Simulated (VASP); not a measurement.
# ScAl4 (P6/mmm) in VASP: a series of runs

Runs on ScAl4. Level: PBE. Tasks: single point.

Everything below comes from runs of VASP 6.6.1. Logs are shortened: lines on timing, memory, paths and dates and some standing lists are left out, and cuts for length are marked.

**1. The cell of the first run**

It takes space group P6/mmm (No. 191, hexagonal). The conventional cell has a = 10.716 Å, b = 10.716 Å, c = 3.127 Å, α = 90.00°, β = 90.00°, γ = 120.00°. Sc (site symmetry mmm) has 12 Al at 3.10 to 3.37 Å and 2 Sc at 3.13 Å within 4.1 Å. Within 3.4 Å of Al (site symmetry mm2) lie 6 Al at 2.59 to 3.13 Å and 2 Sc at 3.37 Å. Within 3.4 Å of Al (site symmetry mm2) lie 6 Al at 2.61 to 3.13 Å and 4 Sc at 3.10 Å.

The cell was generated, and may not be a known phase.

**2. Single point, PBE, collinear spin**

INCAR

```
SYSTEM = ScAl4
PREC = Accurate ; ENCUT = 520
EDIFF = 1E-7 ; ISMEAR = 0
SIGMA = 0.1 ; LREAL = Auto
LASPH = .True. ; NELM = 150
ALGO = Fast ; ISIF = 2
LWAVE = .False. ; LCHARG = .False.
ISPIN = 2 ; MAGMOM = 1 1 1 0 0 0 0 0 0 0 0 0 0 0 0
LORBIT = 11 ; LMAXMIX = 4
GGA = PE ; NBANDS = 52
```

KPOINTS

```
regular mesh
0
Gamma
  3 3 6
  0 0 0
```

POSCAR

```
ScAl4
1.0
   10.7163466415      0.0000000000      0.0000000000
   -5.3581733208      9.2806284273      0.0000000000
    0.0000000000      0.0000000000      3.1267196645
Sc Al
3 12
Direct
    0.5000000000      0.0000000000      0.0000000000
    0.0000000000      0.5000000000      0.0000000000
    0.5000000000      0.5000000000      0.0000000000
    0.8605843716      0.1394156284      0.0000000000
    0.8605843716      0.7211687433      0.0000000000
    0.2788312567      0.1394156284      0.0000000000
    0.1394156284      0.8605843716      0.0000000000
    0.1394156284      0.2788312567      0.0000000000
    0.7211687433      0.8605843716      0.0000000000
    0.7477148315      0.2522851685      0.5000000000
    0.7477148315      0.4954296630      0.5000000000
    0.5045703370      0.2522851685      0.5000000000
    0.2522851685      0.7477148315      0.5000000000
    0.2522851685      0.5045703370      0.5000000000
    0.4954296630      0.7477148315      0.5000000000
```

Potentials or basis: VASP PAW PBE potentials, release 64 (Sc_sv, Al).

Started as:

```
$ cat potpaw_PBE.64/Sc_sv/POTCAR potpaw_PBE.64/Al/POTCAR > POTCAR
$ mpirun -np 1 vasp_std > vasp.out
```

OUTCAR:

```text
SYSTEM = ScAl4
   PREC = Accurate
   ENCUT = 520
   EDIFF = 1E-7
   ISMEAR = 0
   LREAL = Auto
   LASPH = .True.
   NELM = 150
   ISIF = 2
   ISPIN = 2
   LORBIT = 11
   GGA = PE

 ion  position               nearest neighbor table
   1  0.500  0.000  0.000-  10 3.10  13 3.10  10 3.10  13 3.10  12 3.10  12 3.10  15 3.10  15 3.10
                             4 3.37   7 3.37   6 3.37   9 3.37
   2  0.000  0.500  0.000-  10 3.10  13 3.10  10 3.10  13 3.10  11 3.10  11 3.10  14 3.10  14 3.10
                             4 3.37   7 3.37   5 3.37   8 3.37
   3  0.500  0.500  0.000-  11 3.10  14 3.10  11 3.10  14 3.10  12 3.10  12 3.10  15 3.10  15 3.10
                             5 3.37   8 3.37   6 3.37   9 3.37
   4  0.861  0.139  0.000-   8 2.59   9 2.59  10 2.61  10 2.61   1 3.37   2 3.37
   5  0.861  0.721  0.000-   9 2.59   7 2.59  11 2.61  11 2.61   3 3.37   2 3.37
   6  0.279  0.139  0.000-   8 2.59   7 2.59  12 2.61  12 2.61   3 3.37   1 3.37
   7  0.139  0.861  0.000-   5 2.59   6 2.59  13 2.61  13 2.61   1 3.37   2 3.37
   8  0.139  0.279  0.000-   6 2.59   4 2.59  14 2.61  14 2.61   3 3.37   2 3.37
   9  0.721  0.861  0.000-   5 2.59   4 2.59  15 2.61  15 2.61   3 3.37   1 3.37
  10  0.748  0.252  0.500-  12 2.61  11 2.61   4 2.61   4 2.61   2 3.10   2 3.10   1 3.10   1 3.10
[... 7 lines left out ...]
  14  0.252  0.505  0.500-  15 2.61  13 2.61   8 2.61   8 2.61   2 3.10   2 3.10   3 3.10   3 3.10

  15  0.495  0.748  0.500-  14 2.61  13 2.61   9 2.61   9 2.61   1 3.10   1 3.10   3 3.10   3 3.10

  LATTYP: Found a hexagonal cell.
 ALAT       =    10.7163466415
 C/A-ratio  =     0.2917710456

  Lattice vectors:

 A1 = (  10.7163466415,   0.0000000000,   0.0000000000)
 A2 = (  -5.3581733208,   9.2806284273,   0.0000000000)
 A3 = (   0.0000000000,   0.0000000000,   3.1267196645)

Analysis of symmetry for initial positions (statically):
=====================================================================
 Subroutine PRICEL returns:
 Original cell was already a primitive cell.

 Routine SETGRP: Setting up the symmetry group for a
 hexagonal supercell.

 Subroutine GETGRP returns: Found 24 space group operations
 (whereof 24 operations were pure point group operations)
 out of a pool of 24 trial point group operations.

The static configuration has the point symmetry D_6h.

Analysis of symmetry for dynamics (positions and initial velocities):
=====================================================================
 Subroutine PRICEL returns:
 Original cell was already a primitive cell.

 Routine SETGRP: Setting up the symmetry group for a
[... 787 lines left out ...]
      3     -44.4285      1.00000
      4     -23.1257      1.00000
      5     -23.1257      1.00000
      6     -23.1250      1.00000
[... 577 lines left out ...]
     45       6.6526      0.00000
     46       6.6526      0.00000
 [bands above 46 left out]

------------------------ aborting loop because EDIFF is reached ----------------------------------------

  FORCE on cell =-STRESS in cart. coord.  units (eV):
  Direction    XX          YY          ZZ          XY          YZ          ZX
  --------------------------------------------------------------------------------------
  -------------------------------------------------------------------------------------
  Total       -0.1188435     -0.1188435     -0.0617877      0.0000000     -0.0000000      0.0000000
  in kB       -0.6123123     -0.6123123     -0.3183461      0.0000000     -0.0000000      0.0000000
  external PRESSURE =      -0.5143236 kB  Pullay stress =       0.0000000 kB

 VOLUME and BASIS-vectors are now :
 -----------------------------------------------------------------------------
  energy-cutoff  :      520.00
  volume of cell :      310.97
      direct lattice vectors                 reciprocal lattice vectors
    10.716346641  0.000000000  0.000000000     0.093315384  0.053875662  0.000000000
    -5.358173321  9.280628427  0.000000000     0.000000000  0.107751324  0.000000000
     0.000000000  0.000000000  3.126719664     0.000000000  0.000000000  0.319824003

 POSITION                                       TOTAL-FORCE (eV/Angst)
 -----------------------------------------------------------------------------------
      5.35817      0.00000      0.00000         0.000000      0.000000      0.000000
     -2.67909      4.64031      0.00000         0.000000      0.000000      0.000000
      2.67909      4.64031      0.00000        -0.000000      0.000000      0.000000
      8.47531      1.29386      0.00000         0.006027     -0.003480      0.000000
      5.35817      6.69290      0.00000        -0.000000      0.006960     -0.000000
      2.24104      1.29386      0.00000        -0.006027     -0.003480     -0.000000
     -3.11713      7.98676      0.00000        -0.006027      0.003480     -0.000000
      0.00000      2.58773      0.00000         0.000000     -0.006960      0.000000
      3.11713      7.98676      0.00000         0.006027      0.003480     -0.000000
      6.66098      2.34136      1.56336         0.012739     -0.007355      0.000000
      5.35817      4.59790      1.56336        -0.000000      0.014710      0.000000
      4.05536      2.34136      1.56336        -0.012739     -0.007355      0.000000
     -1.30281      6.93926      1.56336        -0.012739      0.007355      0.000000
     -0.00000      4.68273      1.56336         0.000000     -0.014710      0.000000
      1.30281      6.93926      1.56336         0.012739      0.007355      0.000000
 -----------------------------------------------------------------------------------
    total drift:                               -0.000000      0.000000      0.000000

  FREE ENERGIE OF THE ION-ELECTRON SYSTEM (eV)
  ---------------------------------------------------
  free  energy   TOTEN  =       -63.9500320612 eV

  energy  without entropy=      -63.9204168441  energy(sigma->0) =      -63.93522445

 total charge

# of ion       s       p       d       tot
------------------------------------------
    1        2.201   6.101   1.033   9.334
    2        2.201   6.101   1.033   9.334
    3        2.201   6.101   1.033   9.334
    4        0.444   0.357   0.000   0.800
    5        0.444   0.357   0.000   0.800
    6        0.444   0.357   0.000   0.800
    7        0.444   0.357   0.000   0.800
    8        0.444   0.357   0.000   0.800
    9        0.444   0.357   0.000   0.800
   10        0.426   0.396   0.000   0.823
   11        0.426   0.396   0.000   0.823
   12        0.426   0.396   0.000   0.823
   13        0.426   0.396   0.000   0.823
   14        0.426   0.396   0.000   0.823
   15        0.426   0.396   0.000   0.823
--------------------------------------------------
tot         11.823  22.818   3.099  37.740

 magnetization (x)

# of ion       s       p       d       tot
------------------------------------------
    1        0.000   0.000   0.000   0.000
    2        0.000   0.000   0.000   0.000
    3        0.000   0.000   0.000   0.000
    4       -0.000  -0.000   0.000  -0.000
    5       -0.000  -0.000   0.000  -0.000
    6       -0.000  -0.000   0.000  -0.000
    7       -0.000  -0.000   0.000  -0.000
    8       -0.000  -0.000   0.000  -0.000
    9       -0.000  -0.000   0.000  -0.000
   10       -0.000  -0.000   0.000  -0.000
   11       -0.000  -0.000   0.000  -0.000
   12       -0.000  -0.000   0.000  -0.000
   13       -0.000  -0.000   0.000  -0.000
   14       -0.000  -0.000   0.000  -0.000
   15       -0.000  -0.000   0.000  -0.000
--------------------------------------------------
tot         -0.000  -0.000   0.000   0.000
```

OSZICAR:

```text
N       E                     dE             d eps       ncg     rms          rms(c)
DAV:   1     0.674188853714E+03    0.67419E+03   -0.26648E+04  2672   0.114E+03
DAV:   2     0.573805079513E+01   -0.66845E+03   -0.64898E+03  2856   0.400E+02
[... 14 lines left out ...]
RMM:  17    -0.639500085221E+02   -0.33012E-04   -0.16765E-04  3902   0.418E-02    0.125E-02
RMM:  18    -0.639500261690E+02   -0.17647E-04   -0.92953E-05  3790   0.336E-02    0.588E-03
RMM:  19    -0.639500307999E+02   -0.46308E-05   -0.39690E-05  3877   0.197E-02    0.220E-03
RMM:  20    -0.639500318184E+02   -0.10185E-05   -0.67944E-06  3558   0.925E-03    0.189E-03
RMM:  21    -0.639500320717E+02   -0.25328E-06   -0.20157E-06  3308   0.664E-03    0.131E-03
RMM:  22    -0.639500320612E+02    0.10487E-07   -0.77394E-07  2858   0.461E-03
   1 F= -.63950032E+02 E0= -.63935224E+02  d E =-.296152E-01  mag=     0.0002
```

stdout:

```text
POSCAR found type information on POSCAR ScAl
 POSCAR found :  2 types and      15 ions
 scaLAPACK will be used
 LDA part: xc-table for (Slater+PW92), standard interpolation
 POSCAR, INCAR and KPOINTS ok, starting setup
 FFT: planning ... GRIDC
 FFT: planning ... GRID_SOFT
 FFT: planning ... GRID
 WAVECAR not read
 entering main loop
```

It took 17 min on 1 thread of Intel Xeon Platinum 8488C (Sapphire Rapids), shared host; peak memory 0.63 GiB.

Results:

```
Free energy                                           : -63.9500 eV
Pressure                                              : -0.1 GPa
Largest force                                         : 0.015 eV/Å
Net moment                                            : 0.00 μB per cell
Valence electrons inside the program's atomic spheres : Sc 9.33; Al 0.80, 0.82 (each value once)
```

Forces in eV/Å, atoms in the order of the input:
```
Sc   0.000  0.000  0.000
Sc   0.000  0.000  0.000
Sc   0.000  0.000  0.000
Al   0.006 -0.003  0.000
Al   0.000  0.007  0.000
Al  -0.006 -0.003  0.000
Al  -0.006  0.003  0.000
Al   0.000 -0.007  0.000
Al   0.006  0.003  0.000
Al   0.013 -0.007  0.000
Al   0.000  0.015  0.000
Al  -0.013 -0.007  0.000
Al  -0.013  0.007  0.000
Al   0.000 -0.015  0.000
Al   0.013  0.007  0.000
```

[end of part 1 of 2]
